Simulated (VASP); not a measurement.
Here is a VASP 6.6.1 calculation.

Contents of INCAR:

```
SYSTEM = As
PREC     = Accurate       ! precision mode
ENCUT    = 520            ! plane-wave cutoff, eV
EDIFF    = 1E-6           ! SCF threshold, eV
ISMEAR   = -1             ! smearing method
SIGMA    = 0.1            ! smearing width, eV
LREAL    = .FALSE.        ! projectors in reciprocal space
LASPH    = .TRUE.         ! aspherical terms in the spheres
NELM     = 100            ! most SCF steps
ALGO     = Normal         ! electronic algorithm
ISIF     = 2              ! what is computed and relaxed
LWAVE    = .FALSE.        ! write WAVECAR
LCHARG   = .FALSE.        ! write CHGCAR
GGA      = CA             ! functional
NBANDS   = 8              ! bands
```

The input KPOINTS:

```
Automatic mesh
0
G
  21 21 21
  0 0 0
```

File POSCAR:

```
As
1.0
    0.0000000000      2.0856948521      2.0856948521
    2.0856948521      0.0000000000      2.0856948521
    2.0856948521      2.0856948521      0.0000000000
As
1
Direct
    0.0000000000      0.0000000000      0.0000000000
```

Potentials or basis: VASP PAW LDA potentials, release 64 (As).

Launch:

```sh
$ cat potpaw_LDA.64/As/POTCAR > POTCAR
$ mpirun -np 1 vasp_std > vasp.out
```

Task: What does it give for the pressure?

Result: 0.2 GPa.
